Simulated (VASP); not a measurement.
# SnO2 (Fm-3m) in VASP: settings compared

SnO2 is run at these levels: PBE+D3(BJ), PBE+D4, BLYP+D3(BJ), BLYP+D4; tasks: relaxation of cell and atoms, single point.

Everything below comes from runs of VASP 6.6.1. Logs are shortened: lines on timing, memory, paths and dates and some standing lists are left out, and cuts for length are marked.

**1. The cell of the first run**

Symmetry: Fm-3m, No. 225, cubic system. The conventional cell has a = 5.148 Å, b = 5.148 Å, c = 5.148 Å, α = 90.00°, β = 90.00°, γ = 90.00°. Within 2.9 Å of Sn (site symmetry m-3m) lie 8 O at 2.23 Å. O (site symmetry -43m) has 4 Sn at 2.23 Å and 6 O at 2.57 Å within 2.9 Å.

**2. Relaxation of cell and atoms, PBE+D3(BJ)**

The input, INCAR:

```
ALGO     = Normal         # electronic algorithm
EDIFF    = 1E-6           # SCF threshold, eV
EDIFFG   = -0.01          # ionic threshold
ENCUT    = 600            # plane-wave cutoff, eV
GGA      = PE             # functional
IBRION   = 2              # ionic algorithm
ISIF     = 3              # what is computed and relaxed
ISMEAR   = -1             # smearing method
IVDW     = 12             # dispersion correction
LASPH    = T              # aspherical terms in the spheres
LCHARG   = F              # write CHGCAR
LREAL    = F              # projectors in reciprocal space
LWAVE    = F              # write WAVECAR
NELM     = 80             # most SCF steps
NSW      = 60             # ionic steps
PREC     = Accurate       # precision mode
SIGMA    = 0.05           # smearing width, eV
```

The input, KPOINTS:

```
k-points
0
Gamma
  9 9 9
```

The input, POSCAR:

```
SnO2
1.0
    0.0000000000      2.5741500000      2.5741500000
    2.5741500000      0.0000000000      2.5741500000
    2.5741500000      2.5741500000      0.0000000000
Sn O
1 2
Direct
    0.0000000000      0.0000000000      0.0000000000
    0.7500000000      0.7500000000      0.7500000000
    0.2500000000      0.2500000000      0.2500000000
```

Potentials or basis: VASP PAW PBE potentials, release 64 (Sn_d, O).

Launch:

```sh
$ cat potpaw_PBE.64/Sn_d/POTCAR potpaw_PBE.64/O/POTCAR > POTCAR
$ mpirun -np 1 vasp_std > vasp.out
```

OUTCAR:

```text
EDIFF = 1E-6
   EDIFFG = -0.01
   ENCUT = 600
   GGA = PE
   IBRION = 2
   ISIF = 3
   ISMEAR = -1
   IVDW = 12
   LASPH = T
   LREAL = F
   NELM = 80
   NSW = 60
   PREC = Accurate
 IVDW          = 12

 ion  position               nearest neighbor table
   1  0.000  0.000  0.000-   2 2.23   3 2.23   2 2.23   2 2.23   2 2.23   3 2.23   3 2.23   3 2.23

   2  0.750  0.750  0.750-   1 2.23   1 2.23   1 2.23   1 2.23
   3  0.250  0.250  0.250-   1 2.23   1 2.23   1 2.23   1 2.23

  LATTYP: Found a face centered cubic cell.
 ALAT       =     5.1483000000

  Lattice vectors:

 A1 = (   0.0000000000,   2.5741500000,   2.5741500000)
 A2 = (   2.5741500000,   0.0000000000,   2.5741500000)
 A3 = (   2.5741500000,   2.5741500000,   0.0000000000)

Analysis of symmetry for initial positions (statically):
=====================================================================
 Subroutine PRICEL returns:
 Original cell was already a primitive cell.

 Routine SETGRP: Setting up the symmetry group for a
 face centered cubic supercell.

 Subroutine GETGRP returns: Found 48 space group operations
 (whereof 48 operations were pure point group operations)
 out of a pool of 48 trial point group operations.

The static configuration has the point symmetry O_h .

Analysis of symmetry for dynamics (positions and initial velocities):
=====================================================================
 Subroutine PRICEL returns:
 Original cell was already a primitive cell.

 Routine SETGRP: Setting up the symmetry group for a
 face centered cubic supercell.

 Subroutine GETGRP returns: Found 48 space group operations
 (whereof 48 operations were pure point group operations)
 out of a pool of 48 trial point group operations.

The dynamic configuration has the point symmetry O_h .

 Subroutine INISYM returns: Found 48 space group operations
 (whereof 48 operations are pure point group operations),
 and found     1 'primitive' translations

----------------------------------------------------------------------------------------

                                     Primitive cell

  volume of cell :      34.1139

  direct lattice vectors                    reciprocal lattice vectors
     0.000000000  2.574150000  2.574150000    -0.194238875  0.194238875  0.194238875
     2.574150000  0.000000000  2.574150000     0.194238875 -0.194238875  0.194238875
     2.574150000  2.574150000  0.000000000     0.194238875  0.194238875 -0.194238875

  length of vectors
     3.640397842  3.640397842  3.640397842     0.336431600  0.336431600  0.336431600

  position of ions in fractional coordinates (direct lattice)
     0.000000000  0.000000000  0.000000000
     0.750000000  0.750000000  0.750000000
     0.250000000  0.250000000  0.250000000

  ion indices of the primitive-cell ions
[... 65 lines left out ...]
   NGXF,Y,Z  is equivalent  to a cutoff of  27.40, 27.40, 27.40 a.u.
 SYSTEM =  unknown system
   PREC   = accura    normal or accurate (medium, high low for compatibility)
   ISTART =      0    job   : 0-new  1-cont  2-samecut
   ICHARG =      2    charge: 1-file 2-atom 10-const
   ISPIN  =      1    spin polarized calculation?
   LNONCOLLINEAR =      F non collinear calculations
   LSORBIT =      F    spin-orbit coupling
   LASPH  =      T    aspherical Exc in radial PAW
   ENCUT  =  600.0 eV  44.10 Ry    6.64 a.u.   7.27  7.27  7.27*2*pi/ulx,y,z
   NELM   =     80;   NELMIN=  2; NELMDL= -5     # of ELM steps
   EDIFF  = 0.1E-05   stopping-criterion for ELM
   LREAL  =      F    real-space projection
   EDIFFG = -.1E-01   stopping-criterion for IOM
   NSW    =     60    number of steps for IOM
   IBRION =      2    ionic relax: 0-MD 1-quasi-New 2-CG
   NFREE  =      1    steps in history (QN), initial steepest desc. (CG)
   ISIF   =      3    stress and relaxation
   ISYM   =      2    0-nonsym 1-usesym 2-fastsym
   POTIM  = 0.5000    time-step for ionic-motion
   TEBEG  =    0.0;   TEEND  =   0.0 temperature during run
   PSTRESS=    0.0 pullay stress
   NELECT =      26.0000    total number of electrons
   NUPDOWN=      -1.0000    fix difference up-down
   EMIN   =  10.00;   EMAX   =-10.00  energy-range for DOS
   EFERMI =   0.00;   METHOD = LEGACY
   ISMEAR =    -1;   SIGMA  =   0.05  broadening in eV -4-tet -1-fermi 0-gaus
   EFERMI_NEDOS =   21; number of points for ismear=-14 and -15
   IALGO  =     38    algorithm
   IMIX   =      4    mixing-type and parameters
     AMIX     =   0.40;   BMIX     =  1.00
     AMIX_MAG =   1.60;   BMIX_MAG =  1.00
  volume/ion in A,a.u.               =      11.37        76.74
  Fermi-wavevector in a.u.,A,eV,Ry     =   1.495393  2.825884 30.425363  2.236201
  Thomas-Fermi vector in A             =   2.607544
   LORBIT       =      0    0 simple, 1 ext, 2 COOP (PROOUT), +10 PAW based schemes
   GGA     = PE    functional components
   LHFCALC =     F    Hartree Fock is set to
   AEXX    =    0.0000 exact exchange contribution
   IVDW    =    12    specifies the selected vdW correction
   LEPSILON=     F    determine dielectric tensor
   LRPA    =     F    only Hartree local field effects (RPA)
 conjugate gradient relaxation of ions
 non-spin polarized calculation
  energy-cutoff  :      600.00
  volume of cell :       34.11
 maximum number of plane-waves:      1155
 NGX is ok and might be reduce to    30
   NGX = 15   NGY = 15   NGZ = 15

--------------------------------------- Ionic step        1  -------------------------------------------

 number of electron      25.9999996 magnetization

 Free energy of the ion-electron system (eV)
  ---------------------------------------------------
  ext. energy  EPLUGINS =         0.00000000
  ---------------------------------------------------
  free energy    TOTEN  =       -17.92220031 eV

  energy without entropy =      -17.92141945  energy(sigma->0) =      -17.92180988

------------------------ aborting loop because EDIFF is reached ----------------------------------------

 Edisp (eV)   -0.69881

 E8    (eV) :    -0.2799
[... 73 lines left out ...]
--------------------------------------- Ionic step        3  -------------------------------------------

 number of electron      25.9999998 magnetization

 Free energy of the ion-electron system (eV)
  ---------------------------------------------------
  ext. energy  EPLUGINS =         0.00000000
  ---------------------------------------------------
  free energy    TOTEN  =       -17.91565083 eV

  energy without entropy =      -17.91488372  energy(sigma->0) =      -17.91526727

 E-fermi :   7.7445     XC(G=0): -11.7647

 val. band max:        7.6097537008   @ k =   0.0000   0.0000   0.0000
 cond. band min:       8.7987012405   @ k =   0.1111   0.0000   0.0000
 fundamental gap:      1.1889475397
 Fermi energy:         7.7444918004

 k-point     1 :       0.0000    0.0000    0.0000
  band No.  band energies     occupation
      1     -12.9464      2.00000
      2     -12.9464      2.00000
      3     -12.9464      2.00000
      4     -12.8098      2.00000
      5     -12.8098      2.00000
      6     -11.8515      2.00000
[... 457 lines left out ...]
      4     -12.7975      2.00000
      5     -12.7690      2.00000
      6     -10.2248      2.00000
[... 9 lines left out ...]
     16      17.7602      0.00000
     17      19.4421      0.00000

 [... further k-points ...]

------------------------ aborting loop because EDIFF is reached ----------------------------------------

 Edisp (eV)   -0.71245

 E8    (eV) :    -0.2853
[... 26 lines left out ...]
  FREE ENERGIE OF THE ION-ELECTRON SYSTEM (eV)
  ---------------------------------------------------
  free  energy   TOTEN  =       -18.6280998302 eV

  energy  without entropy=      -18.6273327131  energy(sigma->0) =      -18.62771627

 reached required accuracy - stopping structural energy minimisation
```

CONTCAR:

```text
SnO2
   1.00000000000000
    -0.0000000000000000    2.5580658264023168    2.5580658264023168
     2.5580658264023168    0.0000000000000000    2.5580658264023168
     2.5580658264023168    2.5580658264023168    0.0000000000000000
  Sn              O
     1     2
Direct
     0.0000000000000000    0.0000000000000000    0.0000000000000000
     0.7500000000000000    0.7500000000000000    0.7500000000000000
     0.2500000000000000    0.2500000000000000    0.2500000000000000

  0.00000000E+00  0.00000000E+00  0.00000000E+00
  0.00000000E+00  0.00000000E+00  0.00000000E+00
  0.00000000E+00  0.00000000E+00  0.00000000E+00
```

Wall time 1.7 min (1 thread of AMD EPYC 7R13, shared host); peak memory 0.17 GiB.

Results:

* Free energy: -18.6281 eV
* Relaxed volume: 11.16 Å³/atom
* Relaxed cell: a = 3.618 Å, b = 3.618 Å, c = 3.618 Å, α = 60.00°, β = 60.00°, γ = 60.00°
* Space group after relaxing (to 0.1 Å): Fm-3m (No. 225)
* Energy gained by relaxing: 2.4 meV/atom
* Ionic steps: 3
* Pressure after relaxing: 0.0 GPa
* Dispersion energy per atom: -0.237 eV

Step by step:
| step | energy change (eV) | largest force (eV/Å) | pressure (GPa) | volume (Å³) |
| --- | --- | --- | --- | --- |
| 1 | 0.0000 | 0.0000 | -3.47 | 34.11 |
| 2 | -0.0010 | 0.0000 | 3.47 | 32.91 |
| 3 | -0.0071 | 0.0000 | -0.01 | 33.48 |

Final structure:
```cif
data_structure
_symmetry_space_group_name_H-M 'P 1'
_symmetry_Int_Tables_number 1
_cell_length_a 3.6177
_cell_length_b 3.6177
_cell_length_c 3.6177
_cell_angle_alpha 60.000
_cell_angle_beta 60.000
_cell_angle_gamma 60.000
_cell_volume 33.48
loop_
_atom_site_label
_atom_site_type_symbol
_atom_site_fract_x
_atom_site_fract_y
_atom_site_fract_z
_atom_site_occupancy
Sn1 Sn 0.00000 0.00000 0.00000 1
O1 O 0.75000 0.75000 0.75000 1
O2 O 0.25000 0.25000 0.25000 1
```

Caveat: spin-orbit coupling is left out, which moves the levels of the heavy elements.

**3. Relaxation of cell and atoms, PBE+D4**

The input, INCAR:

```
SYSTEM = SnO2
  PREC = Accurate
  ENCUT = 600
  EDIFF = 1E-6
  ISMEAR = -1
  SIGMA = 0.05
  LREAL = .False.
  LASPH = .True.
  NELM = 80
  ALGO = Normal
  ISIF = 3
  LWAVE = .False.
  LCHARG = .False.
  GGA = PE
  IVDW = 13
  IBRION = 2
  NSW = 60
  EDIFFG = -0.01
```

The input, KPOINTS:

```
regular mesh
0
Gamma
  9 9 9
  0 0 0
```

POSCAR is that of step 2.

Potentials or basis: VASP PAW PBE potentials, release 64 (Sn_d, O).

Launch:

```sh
$ cat potpaw_PBE.64/Sn_d/POTCAR potpaw_PBE.64/O/POTCAR > POTCAR
$ mpirun -np 1 vasp_std > vasp.out
```

Wall time 2 min (1 thread of AMD EPYC 7R13, shared host); peak memory 0.16 GiB.

Results (log left out):

* Free energy: -18.7601 eV
* Relaxed volume: 11.14 Å³/atom
* Relaxed cell: a = 3.615 Å, b = 3.615 Å, c = 3.615 Å, α = 60.00°, β = 60.00°, γ = 60.00°
* Space group after relaxing (to 0.1 Å): Fm-3m (No. 225)
* Energy gained by relaxing: 2.9 meV/atom
* Ionic steps: 3
* Pressure after relaxing: 0.0 GPa
* Dispersion energy per atom: -0.282 eV

The path:
```
step  energy change (eV)  largest force (eV/Å)  pressure (GPa)  volume (Å³)
   1              0.0000                0.0000           -3.85        34.11
   2             -0.0012                0.0000            3.87        32.78
   3             -0.0087                0.0000           -0.02        33.41
```

Final structure:
```xyz
3
Lattice="0.0000 2.5564 2.5564 2.5564 0.0000 2.5564 2.5564 2.5564 0.0000" Properties=species:S:1:pos:R:3 pbc="T T T"
Sn    0.0000    0.0000    0.0000
O     3.8345    3.8345    3.8345
O     1.2782    1.2782    1.2782
```

Levels at points of the mesh, in eV from the Fermi level:
| k point | band 10 | band 11 | band 12 | band 13 | band 14 | band 15 | band 16 | band 17 |
| --- | --- | --- | --- | --- | --- | --- | --- | --- |
| (0.00, 0.00, 0.00) | -2.98 | -1.48 | -1.48 | -1.48 | -0.12 | 6.91 | 6.91 | 6.91 |

Caveat: spin-orbit coupling is left out, which moves the levels of the heavy elements.

(Part 1 of 2 ends here.)
